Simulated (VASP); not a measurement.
Ru: single point with PBE

Crystal: Ru.

```
Ru
1.0
     2.72222    0.00000    0.00000
    -1.36111    2.35751    0.00000
     0.00000    0.00000    4.29731
Ru
2
Direct
  0.33333 0.66667 0.25000
  0.66667 0.33333 0.75000
```

```
Program                : VASP 6.6.1
Task                   : single point
Functional             : PBE
Potentials or basis    : VASP PAW PBE potentials, release 64 (Ru_pv)
Cutoff                 : 500 eV
k mesh                 : 18 × 18 × 10
Occupations            : fermi-dirac, width 0.15 eV
Spin                   : no spin polarisation
Dipole correction      : no
Further INCAR settings : ALGO = Normal; EDIFF = 1e-06; NBANDS = 21
```

```yaml
Pressure: -0.1 GPa
Band_gap_on_the_k_mesh: zero (band 14 reaches 14.01 eV, above the bottom of band 15 at 10.96 eV)
```

Levels at points of the mesh, in eV from the Fermi level:
```
           k point  band 12  band 13  band 14  band 15  band 16  band 17
(0.00, 0.00, 0.00)    -1.88    -1.88    -1.39    -1.39     1.14     1.14
(0.50, 0.00, 0.00)    -1.79    -1.49     1.36     1.77     1.86     3.96
(0.00, 0.00, 0.50)    -2.72    -2.66    -2.66     0.52     0.52     0.52
(0.50, 0.00, 0.50)    -1.05     0.43     0.43     1.61     1.61     3.32
```

Run time: 88 s on 1 thread of Intel(R) Xeon(R) Platinum 8488C (Sapphire Rapids), with other jobs on the host, peak memory 0.2 GiB.
